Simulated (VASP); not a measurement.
Input of a VASP 6.6.1 run:

The input INCAR:

```
SYSTEM = NiO
PREC = Accurate
ENCUT = 600
EDIFF = 1E-6
ISMEAR = 0
SIGMA = 0.1
LREAL = .False.
LASPH = .True.
NELM = 150
ALGO = Normal
ISIF = 3
LWAVE = .False.
LCHARG = .False.
ISPIN = 2
MAGMOM = 0.89 0.15
LORBIT = 11
LMAXMIX = 4
GGA = PS
IBRION = 2
NSW = 100
EDIFFG = -0.005
```

Contents of KPOINTS:

```
regular mesh
0
Gamma
  18 18 18
  0 0 0
```

POSCAR

```
NiO
1.0
    0.0000000000      2.0528784198      2.0528784198
    2.0528784198      0.0000000000      2.0528784198
    2.0528784198      2.0528784198      0.0000000000
Ni O
1 1
Direct
    0.0000000000      0.0000000000      0.0000000000
    0.5000000000      0.5000000000      0.5000000000
```

Potentials or basis: VASP PAW PBE potentials, release 64 (Ni, O).

Command:

```bash
$ cat potpaw_PBE.64/Ni/POTCAR potpaw_PBE.64/O/POTCAR > POTCAR
$ mpirun -np 1 vasp_std > vasp.out
```

Predict the net moment.

0.86 μB per cell.

What does it give for the space group after relaxing (to 0.1 Å)?

Fm-3m (No. 225).

Estimate the relaxed volume.

8.63 Å³/atom.

What does it give for the site moments?

Ni +0.73; O +0.11 μB.

Final structure:
```xyz
2
Lattice="0.0000 2.0513 2.0513 2.0513 0.0000 2.0513 2.0513 2.0513 0.0000" Properties=species:S:1:pos:R:3 pbc="T T T"
Ni    0.0000    0.0000    0.0000
O     2.0512    2.0512    2.0512
```

Caveat: the PAW data sets were made with another functional, which shifts forces and pressure a little; a cell with one magnetic atom can't hold antiferromagnetic order, which such compounds often take.
